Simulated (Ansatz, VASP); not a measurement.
## TiC: VASP beside Ansatz

Contents of INCAR:

```
SYSTEM = TiC
ALGO     = Normal         ! electronic algorithm
EDIFF    = 1E-6           ! SCF threshold, eV
ENCUT    = 520            ! plane-wave cutoff, eV
GGA      = PS             ! functional
ISIF     = 2              ! what is computed and relaxed
ISMEAR   = 0              ! smearing method
LASPH    = .True.         ! aspherical terms in the spheres
LCHARG   = .False.        ! write CHGCAR
LREAL    = .False.        ! projectors in reciprocal space
LWAVE    = .False.        ! write WAVECAR
NBANDS   = 15             ! bands
NELM     = 80             ! most SCF steps
PREC     = Accurate       ! precision mode
SIGMA    = 0.15           ! smearing width, eV
```

Contents of KPOINTS:

```
k-points
0
Gamma
  18 18 18
  0 0 0
```

Contents of POSCAR:

```
TiC
1.0
    0.0000000000      2.1640000000      2.1315400000
    2.1640000000      0.0000000000      2.1315400000
    2.1640000000      2.1640000000      0.0000000000
Ti C
1 1
Direct
    0.0000000000      0.0000000000      0.0000000000
    0.5000000000      0.5000000000      0.5000000000
```

Input for Ansatz:

```yaml
crystal:
  lattice:
    - [0.0, 2.164, 2.13154]
    - [2.164, 0.0, 2.13154]
    - [2.164, 2.164, 0.0]
  atoms:
    - { symbol: Ti, position: [0.0, 0.0, 0.0] }
    - { symbol: C, position: [0.5, 0.5, 0.5] }
basis:
  ecutwfc: 420
kpoints:
  mp_grid: { grid: [18, 18, 18] }
hamiltonian:
  xc: pbesol
scf:
  occupations: { method: gaussian, width: 0.15 }
output:
  forces: true
  stress: true
  eigenvalues: true
```

Change from the starting cell: strain +0.000 along x and y, -0.015 along z, atoms carried along.

Alike in both runs: task single point; functional PBEsol; k mesh 18 × 18 × 18; occupations gaussian, width 0.15 eV; no spin polarisation.

```csv
,VASP,Ansatz
version,VASP 6.6.1,Ansatz 0.2.0
potentials or method,"VASP PAW PBE potentials, release 64 (Ti_sv, C), cutoff 520 eV","scalar-relativistic, plane waves, PAW"
valence electrons in the cell,16,16
```

Ansatz gave:

```
gap on the k mesh at the Fermi level (eV)                     : none
pressure (GPa)                                                : -2.3
traceless stress, the component that is largest in VASP (GPa) : 4.28
```

Question: Which values does VASP return?

Answer: gap on the k mesh at the Fermi level (eV): none; pressure (GPa): -2.0; traceless stress, the component that is largest in VASP (GPa): 4.29.

VASP's potentials were made for PBE, not for PBEsol. A gap of «none» marks a metal or a gap that the smearing closes. The functional is the same, so the differences come from potentials, cutoffs and numerics.
